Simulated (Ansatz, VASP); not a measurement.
This is a calculation of NiO for VASP 6.6.1.

The input INCAR:

```
PREC = Accurate
ENCUT = 520
EDIFF = 1E-7
ISMEAR = 0
SIGMA = 0.022
LREAL = F
LASPH = T
NELM = 100
ALGO = Normal
ISIF = 2
LWAVE = F
LCHARG = F
ISPIN = 2
MAGMOM = 1 0
LORBIT = 11
LMAXMIX = 4
GGA = PE
NBANDS = 19
```

Contents of KPOINTS:

```
regular mesh
0
Gamma
  11 11 11
```

File POSCAR:

```
NiO
1.0
    0.0000000000      2.0859016414      2.0859016414
    2.0859016414      0.0000000000      2.0859016414
    2.0859016414      2.0859016414      0.0000000000
Ni O
1 1
Direct
    0.0000000000      0.0000000000      0.0000000000
    0.5000000000      0.5000000000      0.5000000000
```

Potentials or basis: VASP PAW PBE potentials, release 64 (Ni, O).

Run with:

```sh
$ cat potpaw_PBE.64/Ni/POTCAR potpaw_PBE.64/O/POTCAR > POTCAR
$ mpirun -np 1 vasp_std > vasp.out
```

**Question.** Translate it to Ansatz 0.2.0. Potentials there: Ansatz PAW.

**Answer.** As run (the cutoff follows the program's own potentials):

input.yaml

```yaml
crystal:
  lattice:
    - [0.0, 2.0859016414, 2.0859016414]
    - [2.0859016414, 0.0, 2.0859016414]
    - [2.0859016414, 2.0859016414, 0.0]
  atoms:
    - { symbol: Ni, position: [0.0, 0.0, 0.0], spin: 1.0 }
    - { symbol: O, position: [0.5, 0.5, 0.5] }
hamiltonian:
  xc: pbe
  pseudopotentials: { kind: paw }
magnetization:
  spin_polarized: true
kpoints:
  mp_grid: { grid: [11, 11, 11] }
scf:
  occupations: { method: gaussian, width: 0.022 }
output:
  forces: true
  stress: true
  eigenvalues: true
```

Potentials or basis: Ansatz PAW.

Command:

```sh
$ ansatz run input.yaml --threads 2 --pin off --max-ram 5632MiB --backend cpu --events-out ev --progress --plain --runs-dir out
```

Both were run:

|  | VASP | Ansatz | Ansatz less VASP |
| --- | --- | --- | --- |
| gap on the k mesh at the Fermi level (eV) | none | none | - |
| pressure (GPa) | 6.0 | 6.3 | +0.30 |
| net moment per atom (μB) | 0.89 | 0.90 | +0.010 |
| size of the moment on the site where the two differ most (μB) | 0.27 | 0.29 | +0.018 |

Site moments also hang on the region over which each program counts them. A gap of «none» marks a metal or a gap that the smearing closes. The functional is the same, so the differences come from potentials, cutoffs and numerics. VASP's potentials hold 16 valence electrons a cell and Ansatz's 24, so a difference there can come from the potentials and not from the codes.
